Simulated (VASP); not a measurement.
# LiBr (rocksalt type) in VASP: a series of runs

The runs below take LiBr (rocksalt type) through relaxation of cell and atoms, single point, with PBE.

Everything below comes from runs of VASP 6.6.1. Logs are shortened: lines on timing, memory, paths and dates and some standing lists are left out, and cuts for length are marked.

### 1 The cell of the first run

It takes space group Fm-3m (No. 225, cubic). The conventional cell has a = 4.915 Å, b = 4.915 Å, c = 4.915 Å, α = 90.00°, β = 90.00°, γ = 90.00°. Within 3.2 Å of Li (site symmetry m-3m) lie 6 Br at 2.46 Å. Within 3.2 Å of Br (site symmetry m-3m) lie 6 Li at 2.46 Å.

### 2 Relaxation of cell and atoms, PBE

Contents of INCAR:

```
SYSTEM = LiBr
  PREC = Accurate
  ENCUT = 750
  EDIFF = 1E-7
  ISMEAR = -1
  SIGMA = 0.08
  LREAL = .FALSE.
  LASPH = .TRUE.
  NELM = 120
  ALGO = Normal
  ISIF = 3
  LWAVE = .FALSE.
  LCHARG = .FALSE.
  GGA = PE
  IBRION = 2
  NSW = 100
  EDIFFG = -0.005
  GGA_COMPAT = .FALSE.
  NELMIN = 4
```

Contents of KPOINTS:

```
regular mesh
0
G
  12 12 12
  0 0 0
```

Contents of POSCAR:

```
LiBr
1.0
    0.0000000000      2.4572554004      2.4572554004
    2.4572554004      0.0000000000      2.4572554004
    2.4572554004      2.4572554004      0.0000000000
Li Br
1 1
Direct
    0.0000000000      0.0000000000      0.0000000000
    0.5000000000      0.5000000000      0.5000000000
```

Potentials or basis: VASP PAW PBE potentials, release 64 (Li_sv, Br).

On the command line:

```bash
$ cat potpaw_PBE.64/Li_sv/POTCAR potpaw_PBE.64/Br/POTCAR > POTCAR
$ mpirun -np 1 vasp_std > vasp.out
```

OUTCAR:

```text
SYSTEM = LiBr
   PREC = Accurate
   ENCUT = 750
   EDIFF = 1E-7
   ISMEAR = -1
   LREAL = .FALSE.
   LASPH = .TRUE.
   NELM = 120
   ISIF = 3
   GGA = PE
   IBRION = 2
   NSW = 100
   EDIFFG = -0.005
   NELMIN = 4

 ion  position               nearest neighbor table
   1  0.000  0.000  0.000-   2 2.46   2 2.46   2 2.46   2 2.46   2 2.46   2 2.46
   2  0.500  0.500  0.500-   1 2.46   1 2.46   1 2.46   1 2.46   1 2.46   1 2.46

  LATTYP: Found a face centered cubic cell.
 ALAT       =     4.9145108008

  Lattice vectors:

 A1 = (   0.0000000000,   2.4572554004,   2.4572554004)
 A2 = (   2.4572554004,   0.0000000000,   2.4572554004)
 A3 = (   2.4572554004,   2.4572554004,   0.0000000000)

Analysis of symmetry for initial positions (statically):
=====================================================================
 Subroutine PRICEL returns:
 Original cell was already a primitive cell.

 Routine SETGRP: Setting up the symmetry group for a
 face centered cubic supercell.

 Subroutine GETGRP returns: Found 48 space group operations
 (whereof 48 operations were pure point group operations)
 out of a pool of 48 trial point group operations.

The static configuration has the point symmetry O_h .

Analysis of symmetry for dynamics (positions and initial velocities):
=====================================================================
 Subroutine PRICEL returns:
 Original cell was already a primitive cell.

 Routine SETGRP: Setting up the symmetry group for a
 face centered cubic supercell.

 Subroutine GETGRP returns: Found 48 space group operations
 (whereof 48 operations were pure point group operations)
 out of a pool of 48 trial point group operations.

The dynamic configuration has the point symmetry O_h .

 Subroutine INISYM returns: Found 48 space group operations
 (whereof 48 operations are pure point group operations),
 and found     1 'primitive' translations

----------------------------------------------------------------------------------------

                                     Primitive cell

  volume of cell :      29.6743

  direct lattice vectors                    reciprocal lattice vectors
     0.000000000  2.457255400  2.457255400    -0.203479052  0.203479052  0.203479052
     2.457255400  0.000000000  2.457255400     0.203479052 -0.203479052  0.203479052
     2.457255400  2.457255400  0.000000000     0.203479052  0.203479052 -0.203479052

  length of vectors
     3.475083913  3.475083913  3.475083913     0.352436057  0.352436057  0.352436057

  position of ions in fractional coordinates (direct lattice)
     0.000000000  0.000000000  0.000000000
     0.500000000  0.500000000  0.500000000

  ion indices of the primitive-cell ions
   primitive index   ion index
                 1           1
                 2           2

----------------------------------------------------------------------------------------

 KPOINTS: regular mesh

Automatic generation of k-mesh.
 Grid dimensions read from file:
 generate k-points for:   12   12   12

 Generating k-lattice:

  Cartesian coordinates                     Fractional coordinates (reciprocal lattice)
    -0.016956588  0.016956588  0.016956588     0.083333333  0.000000000  0.000000000
     0.016956588 -0.016956588  0.016956588     0.000000000  0.083333333  0.000000000
     0.016956588  0.016956588 -0.016956588     0.000000000  0.000000000  0.083333333

  Length of vectors
     0.029369671  0.029369671  0.029369671

  Shift w.r.t. Gamma in fractional coordinates (k-lattice)
     0.000000000  0.000000000  0.000000000

 Subroutine IBZKPT returns following result:
 ===========================================

 Found     72 irreducible k-points:

 Following reciprocal coordinates:
            Coordinates               Weight
  0.000000  0.000000  0.000000      1.000000
  0.083333  0.000000  0.000000      8.000000
  0.166667  0.000000  0.000000      8.000000
  0.250000  0.000000  0.000000      8.000000
  0.333333  0.000000  0.000000      8.000000
  0.416667  0.000000  0.000000      8.000000
[... 16 lines left out ...]
  0.500000  0.166667  0.000000     24.000000
 -0.416667  0.166667  0.000000     24.000000
 [... further k-points ...]
   k-points           NKPTS =     72   k-points in BZ     NKDIM =     72   number of bands    NBANDS=      9
   number of dos      NEDOS =    301   number of ions     NIONS =      2
   total plane-waves  NPLWV =  32768
   dimension x,y,z NGX =    32 NGY =   32 NGZ =   32
   dimension x,y,z NGXF=    64 NGYF=   64 NGZF=   64
   ions per type =               1   1
   NGX,Y,Z   is equivalent  to a cutoff of  15.31, 15.31, 15.31 a.u.
   NGXF,Y,Z  is equivalent  to a cutoff of  30.62, 30.62, 30.62 a.u.
 SYSTEM =  LiBr
   PREC   = accura    normal or accurate (medium, high low for compatibility)
   ISTART =      0    job   : 0-new  1-cont  2-samecut
   ICHARG =      2    charge: 1-file 2-atom 10-const
   ISPIN  =      1    spin polarized calculation?
   LNONCOLLINEAR =      F non collinear calculations
   LSORBIT =      F    spin-orbit coupling
   LASPH  =      T    aspherical Exc in radial PAW
   ENCUT  =  750.0 eV  55.12 Ry    7.42 a.u.   7.76  7.76  7.76*2*pi/ulx,y,z
   NELM   =    120;   NELMIN=  4; NELMDL= -5     # of ELM steps
   EDIFF  = 0.1E-06   stopping-criterion for ELM
   LREAL  =      F    real-space projection
   EDIFFG = -.5E-02   stopping-criterion for IOM
   NSW    =    100    number of steps for IOM
   IBRION =      2    ionic relax: 0-MD 1-quasi-New 2-CG
   NFREE  =      1    steps in history (QN), initial steepest desc. (CG)
   ISIF   =      3    stress and relaxation
   ISYM   =      2    0-nonsym 1-usesym 2-fastsym
   POTIM  = 0.5000    time-step for ionic-motion
   TEBEG  =    0.0;   TEEND  =   0.0 temperature during run
   PSTRESS=    0.0 pullay stress
   NELECT =      10.0000    total number of electrons
   NUPDOWN=      -1.0000    fix difference up-down
   EMIN   =  10.00;   EMAX   =-10.00  energy-range for DOS
   EFERMI =   0.00;   METHOD = LEGACY
   ISMEAR =    -1;   SIGMA  =   0.08  broadening in eV -4-tet -1-fermi 0-gaus
   EFERMI_NEDOS =   21; number of points for ismear=-14 and -15
   IALGO  =     38    algorithm
   IMIX   =      4    mixing-type and parameters
     AMIX     =   0.40;   BMIX     =  1.00
     AMIX_MAG =   1.60;   BMIX_MAG =  1.00
  volume/ion in A,a.u.               =      14.84       100.13
  Fermi-wavevector in a.u.,A,eV,Ry     =   1.139238  2.152848 17.658507  1.297864
  Thomas-Fermi vector in A             =   2.275942
   LORBIT       =      0    0 simple, 1 ext, 2 COOP (PROOUT), +10 PAW based schemes
   GGA     = PE    functional components
   LHFCALC =     F    Hartree Fock is set to
   AEXX    =    0.0000 exact exchange contribution
   IVDW    =     0    specifies the selected vdW correction
   LEPSILON=     F    determine dielectric tensor
   LRPA    =     F    only Hartree local field effects (RPA)
 conjugate gradient relaxation of ions
 non-spin polarized calculation
  energy-cutoff  :      750.00
  volume of cell :       29.67
 maximum number of plane-waves:      1411
   NGX = 15   NGY = 15   NGZ = 15

--------------------------------------- Ionic step        1  -------------------------------------------

 number of electron      10.0000000 magnetization

 Free energy of the ion-electron system (eV)
  ---------------------------------------------------
  ext. energy  EPLUGINS =         0.00000000
  ---------------------------------------------------
  free energy    TOTEN  =        -6.12104563 eV

  energy without entropy =       -6.12104563  energy(sigma->0) =       -6.12104563

 E-fermi :   4.8859     XC(G=0):  -9.9080

 val. band max:        3.2600107175   @ k =  -0.0833   0.0833   0.0000
 cond. band min:       8.9789675725   @ k =   0.5000   0.0000   0.0000
 fundamental gap:      5.7189568550
 Fermi energy:         4.8859136467

 k-point     1 :       0.0000    0.0000    0.0000
  band No.  band energies     occupation
      1     -40.9826      2.00000
      2     -11.7415      2.00000
      3       3.2425      2.00000
      4       3.2425      2.00000
      5       3.2425      2.00000
      6      10.1701      0.00000
      7      13.8441      0.00000
      8      13.8441      0.00000
      9      13.8441      0.00000
[... 265 lines left out ...]
 k-point    24 :      -0.4167    0.1667    0.0000
  band No.  band energies     occupation
      1     -40.9757      2.00000
      2     -10.5775      2.00000
      3      -1.1369      2.00000
      4       1.3631      2.00000
      5       2.4836      2.00000
      6      10.0330      0.00000
      7      11.9276      0.00000
      8      12.0777      0.00000
      9      16.8158      0.00000

 [... further k-points ...]

------------------------ aborting loop because EDIFF is reached ----------------------------------------

  FORCE on cell =-STRESS in cart. coord.  units (eV):
  Direction    XX          YY          ZZ          XY          YZ          ZX
  --------------------------------------------------------------------------------------
  -------------------------------------------------------------------------------------
  Total        3.4437101      3.4437101      3.4437101     -0.0000000     -0.0000000      0.0000000
  in kB      185.9329166    185.9329166    185.9329166     -0.0000000     -0.0000000      0.0000000
  external PRESSURE =     185.9329166 kB  Pullay stress =       0.0000000 kB
[... 165 lines left out ...]
  energy  without entropy=       -6.6356693199  energy(sigma->0) =       -6.63566932

--------------------------------------- Ionic step        6  -------------------------------------------

 number of electron      10.0000007 magnetization

 Free energy of the ion-electron system (eV)
  ---------------------------------------------------
  ext. energy  EPLUGINS =         0.00000000
  ---------------------------------------------------
  free energy    TOTEN  =        -6.63567768 eV

  energy without entropy =       -6.63567768  energy(sigma->0) =       -6.63567768

 E-fermi :   1.9959     XC(G=0):  -8.4107

 val. band max:        0.2916449816   @ k =  -0.0833   0.0833   0.0000
 cond. band min:       5.2179431230   @ k =   0.0000   0.0000   0.0000
 fundamental gap:      4.9262981413
 Fermi energy:         1.9959053760

 k-point     1 :       0.0000    0.0000    0.0000
  band No.  band energies     occupation
      1     -44.1235      2.00000
      2     -13.1328      2.00000
      3       0.2862      2.00000
      4       0.2862      2.00000
      5       0.2862      2.00000
      6       5.2179      0.00000
      7      10.7835      0.00000
      8      10.7835      0.00000
      9      10.7835      0.00000
[... 265 lines left out ...]
 k-point    24 :      -0.4167    0.1667    0.0000
  band No.  band energies     occupation
      1     -44.1223      2.00000
      2     -12.6133      2.00000
      3      -2.3820      2.00000
      4      -0.7560      2.00000
      5      -0.1257      2.00000
      6       6.8125      0.00000
      7       8.4331      0.00000
      8       8.9294      0.00000
      9      11.3180      0.00000

 [... further k-points ...]

------------------------ aborting loop because EDIFF is reached ----------------------------------------

  FORCE on cell =-STRESS in cart. coord.  units (eV):
  Direction    XX          YY          ZZ          XY          YZ          ZX
  --------------------------------------------------------------------------------------
  -------------------------------------------------------------------------------------
  Total       -0.0056355     -0.0056355     -0.0056355     -0.0000000     -0.0000000     -0.0000000
  in kB       -0.2161471     -0.2161471     -0.2161471     -0.0000000     -0.0000000     -0.0000000
  external PRESSURE =      -0.2161471 kB  Pullay stress =       0.0000000 kB
[... 17 lines left out ...]
  FREE ENERGIE OF THE ION-ELECTRON SYSTEM (eV)
  ---------------------------------------------------
  free  energy   TOTEN  =        -6.6356776806 eV

  energy  without entropy=       -6.6356776805  energy(sigma->0) =       -6.63567768

 reached required accuracy - stopping structural energy minimisation
```

Run time: 84 s. Hardware: 1 thread of AMD EPYC 7R13 (Zen 3), shared host; peak memory 0.18 GiB.

What came out:

- Free energy: -6.6357 eV
- Relaxed volume: 20.89 Å³/atom
- Relaxed cell: a = 3.895 Å, b = 3.895 Å, c = 3.895 Å, α = 60.00°, β = 60.00°, γ = 60.00°
- Space group after relaxing (to 0.1 Å): Fm-3m (No. 225)
- Energy gained by relaxing: 257.3 meV/atom
- Ionic steps: 6
- Pressure after relaxing: 0.0 GPa
- Band gap on the k mesh: 4.93 eV (least direct gap 4.93 eV)

Step by step:
```tsv
step	energy change (eV)	largest force (eV/Å)	pressure (GPa)	volume (Å³)
1	0.0000	0.0000	18.59	29.67
2	-0.4770	0.0000	3.27	37.70
3	-0.5101	0.0000	1.01	40.25
4	-0.5146	0.0000	0.12	41.55
5	-0.5146	0.0000	-0.05	41.81
6	-0.5146	0.0000	-0.02	41.77
```

Final structure:
```yaml
crystal:
  lattice:
    - [0.00000, 2.75395, 2.75395]
    - [2.75395, 0.00000, 2.75395]
    - [2.75395, 2.75395, 0.00000]
  atoms:
    - { symbol: Li, position: [0.00000, 0.00000, 0.00000] }
    - { symbol: Br, position: [0.50000, 0.50000, 0.50000] }
```

Caveat: the volume moved by over 15 % at a fixed basis, so the end points are rough.

### 3 Single point, PBE (z stretched by +1.5 % at fixed volume)

Contents of INCAR:

```
ALGO = Normal ; EDIFF = 1E-6
ENCUT = 750 ; GGA = PE
GGA_COMPAT = F ; ISIF = 2
ISMEAR = -1 ; LASPH = T
LCHARG = T ; LELF = T
LREAL = F ; LVHAR = T
LWAVE = F ; NBANDS = 12
NELM = 120 ; PREC = Accurate
SIGMA = 0.08
```

Contents of KPOINTS:

```
k-points
0
Gamma
  12 12 12
```

Contents of POSCAR:

```
LiBr
1.0
    0.0000000000      2.7343607990      2.7961140551
    2.7343607990      0.0000000000      2.7961140551
    2.7343607990      2.7343607990      0.0000000000
Li Br
1 1
Direct
    0.0000000000      0.0000000000      0.0000000000
    0.5000000000      0.5000000000      0.5000000000
```

Potentials or basis: VASP PAW PBE potentials, release 64 (Li_sv, Br).

On the command line:

```bash
$ cat potpaw_PBE.64/Li_sv/POTCAR potpaw_PBE.64/Br/POTCAR > POTCAR
$ mpirun -np 1 vasp_std > vasp.out
```

OUTCAR:

```text
EDIFF = 1E-6
   ENCUT = 750
   GGA = PE
   ISIF = 2
   ISMEAR = -1
   LASPH = T
   LREAL = F
   NELM = 120
   PREC = Accurate

 ion  position               nearest neighbor table
   1  0.000  0.000  0.000-
   2  0.500  0.500  0.500-

  LATTYP: Found a body centered tetragonal cell.
 ALAT       =     3.8669701264
 C/A-ratio  =     1.4461523951

  Lattice vectors:

 A1 = (  -2.7343607990,   0.0000000000,   2.7961140551)
 A2 = (   2.7343607990,   0.0000000000,   2.7961140551)
 A3 = (   0.0000000000,   2.7343607990,  -2.7961140551)

Analysis of symmetry for initial positions (statically):
=====================================================================
 Subroutine PRICEL returns:
 Original cell was already a primitive cell.

 Routine SETGRP: Setting up the symmetry group for a
 body centered tetragonal supercell.

 Subroutine GETGRP returns: Found 16 space group operations
 (whereof 16 operations were pure point group operations)
 out of a pool of 16 trial point group operations.

The static configuration has the point symmetry D_4h.

Analysis of symmetry for dynamics (positions and initial velocities):
=====================================================================
 Subroutine PRICEL returns:
 Original cell was already a primitive cell.

 Routine SETGRP: Setting up the symmetry group for a
 body centered tetragonal supercell.

 Subroutine GETGRP returns: Found 16 space group operations
 (whereof 16 operations were pure point group operations)
 out of a pool of 16 trial point group operations.

The dynamic configuration has the point symmetry D_4h.

 Subroutine INISYM returns: Found 16 space group operations
 (whereof 16 operations are pure point group operations),
 and found     1 'primitive' translations

----------------------------------------------------------------------------------------

                                     Primitive cell
[... 116 lines left out ...]
   GGA     = PE    functional components
   LHFCALC =     F    Hartree Fock is set to
   AEXX    =    0.0000 exact exchange contribution
   IVDW    =     0    specifies the selected vdW correction
   LEPSILON=     F    determine dielectric tensor
   LRPA    =     F    only Hartree local field effects (RPA)
 non-spin polarized calculation
  energy-cutoff  :      750.00
  volume of cell :       41.81
 maximum number of plane-waves:      1978
   NGX = 17   NGY = 17   NGZ = 17

 number of electron      10.0000000 magnetization

 Free energy of the ion-electron system (eV)
  ---------------------------------------------------
  ext. energy  EPLUGINS =         0.00000000
  ---------------------------------------------------
  free energy    TOTEN  =        -6.64047382 eV

  energy without entropy =       -6.64047382  energy(sigma->0) =       -6.64047382

 E-fermi :   2.0785     XC(G=0):  -8.4060

 val. band max:        0.3183161545   @ k =   0.0000   0.0000   0.0000
 cond. band min:       5.2016058178   @ k =   0.0000   0.0000   0.0000
 fundamental gap:      4.8832896633
 Fermi energy:         2.0785371774

 k-point     1 :       0.0000    0.0000    0.0000
  band No.  band energies     occupation
      1     -44.1240      2.00000
      2     -13.1384      2.00000
      3       0.2574      2.00000
      4       0.2574      2.00000
      5       0.3183      2.00000
      6       5.2016      0.00000
      7      10.6601      0.00000
      8      10.8387      0.00000
      9      10.8387      0.00000
     10      12.2299      0.00000
     11      12.6427      0.00000
     12      12.6427      0.00000
[... 331 lines left out ...]
 k-point    24 :      -0.4167    0.1667    0.0000
  band No.  band energies     occupation
      1     -44.1229      2.00000
      2     -12.6230      2.00000
      3      -2.3884      2.00000
      4      -0.7781      2.00000
      5      -0.0957      2.00000
      6       6.8218      0.00000
      7       8.3495      0.00000
      8       8.9720      0.00000
      9      11.2803      0.00000
     10      14.2396      0.00000
     11      14.9251      0.00000
     12      15.2120      0.00000

 [... further k-points ...]

------------------------ aborting loop because EDIFF is reached ----------------------------------------

  FORCE on cell =-STRESS in cart. coord.  units (eV):
  Direction    XX          YY          ZZ          XY          YZ          ZX
  --------------------------------------------------------------------------------------
  -------------------------------------------------------------------------------------
  Total        0.0452685      0.0452685     -0.0938477      0.0000000     -0.0000000      0.0000000
  in kB        1.7346416      1.7346416     -3.5961489      0.0000000     -0.0000000      0.0000000
  external PRESSURE =      -0.0422886 kB  Pullay stress =       0.0000000 kB

 VOLUME and BASIS-vectors are now :
 -----------------------------------------------------------------------------
  energy-cutoff  :      750.00
  volume of cell :       41.81
      direct lattice vectors                 reciprocal lattice vectors
     0.000000000  2.734360799  2.796114055    -0.182858093  0.182858093  0.178819601
     2.734360799  0.000000000  2.796114055     0.182858093 -0.182858093  0.178819601
     2.734360799  2.734360799  0.000000000     0.182858093  0.182858093 -0.178819601

 POSITION                                       TOTAL-FORCE (eV/Angst)
 -----------------------------------------------------------------------------------
      0.00000      0.00000      0.00000         0.000000      0.000000      0.000000
      2.73436      2.73436      2.79611        -0.000000     -0.000000      0.000000
 -----------------------------------------------------------------------------------
    total drift:                                0.000000      0.000000      0.000000

  FREE ENERGIE OF THE ION-ELECTRON SYSTEM (eV)
  ---------------------------------------------------
  free  energy   TOTEN  =        -6.6404738218 eV

  energy  without entropy=       -6.6404738217  energy(sigma->0) =       -6.64047382
```

Wall time 3.7 min (1 thread of Intel Xeon Platinum 8375C at 2.90GHz (Ice Lake), shared host); peak memory 0.28 GiB.

Results:

- Free energy: -6.6405 eV
- Pressure: 0.0 GPa
- Band gap on the k mesh: 4.88 eV

Caveat: the cell differs from its parent crystal (z stretched by +1.5 % at fixed volume). A k mesh can miss the band edges.
